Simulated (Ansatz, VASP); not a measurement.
**Two plane-wave programs on KZnF3**

File INCAR:

```
SYSTEM = KZnF3
PREC = Accurate
ENCUT = 520
EDIFF = 1E-7
ISMEAR = 0
SIGMA = 0.05
LREAL = .FALSE.
LASPH = .TRUE.
NELM = 80
ALGO = Normal
ISIF = 2
LWAVE = .FALSE.
LCHARG = .FALSE.
GGA = CA
NBANDS = 29
```

KPOINTS

```
Automatic mesh
0
G
  6 6 6
  0 0 0
```

POSCAR

```
KZnF3
1.0
    3.6083214502      0.0000000000      0.0000000000
    0.0000000000      3.6083214502      0.0000000000
    0.0000000000      0.0000000000      5.1021665305
K Zn F
1 1 3
Direct
    0.0000000000      0.0000000000      0.0000000000
    0.5000000000      0.5000000000      0.5000000000
    0.5000000000      0.5000000000      0.0000000000
    0.0000000000      0.5000000000      0.5000000000
    0.5000000000      0.0000000000      0.5000000000
```

Input for Ansatz:

```yaml
crystal:
  lattice:
    - [3.6083214502, 0.0, 0.0]
    - [0.0, 3.6083214502, 0.0]
    - [0.0, 0.0, 5.1021665305]
  atoms:
    - { symbol: K, position: [0.0, 0.0, 0.0] }
    - { symbol: Zn, position: [0.5, 0.5, 0.5] }
    - { symbol: F, position: [0.5, 0.5, 0.0] }
    - { symbol: F, position: [0.0, 0.5, 0.5] }
    - { symbol: F, position: [0.5, 0.0, 0.5] }
basis:
  ecutwfc: 420
kpoints:
  mp_grid: { grid: [6, 6, 6] }
hamiltonian:
  xc: lda
scf:
  occupations: { method: gaussian, width: 0.05 }
output:
  forces: true
  stress: true
  eigenvalues: true
```

Alike in both runs: task single point; functional LDA; k mesh 6 × 6 × 6; occupations gaussian, width 0.05 eV; no spin polarisation.

|  | VASP | Ansatz |
| --- | --- | --- |
| version | VASP 6.6.1 | Ansatz 0.2.0 |
| potentials or method | VASP PAW LDA potentials, release 64 (K_sv, Zn, F), cutoff 520 eV | scalar-relativistic, plane waves, PAW |
| valence electrons in the cell | 42 | 42 |

Ansatz gave:

- gap on the k mesh at the Fermi level (eV): 2.63
- least direct gap on the mesh (eV): 5.13
- pressure (GPa): 9.3
- traceless stress, the component that is largest in VASP (GPa): -17.54

Task: Estimate VASP's values.

Result: gap on the k mesh at the Fermi level (eV): 2.59; least direct gap on the mesh (eV): 5.11; pressure (GPa): 10.2; traceless stress, the component that is largest in VASP (GPa): -18.59.

LDA's correlation is that of Perdew and Zunger in VASP and of Perdew and Wang (1992) in Ansatz.
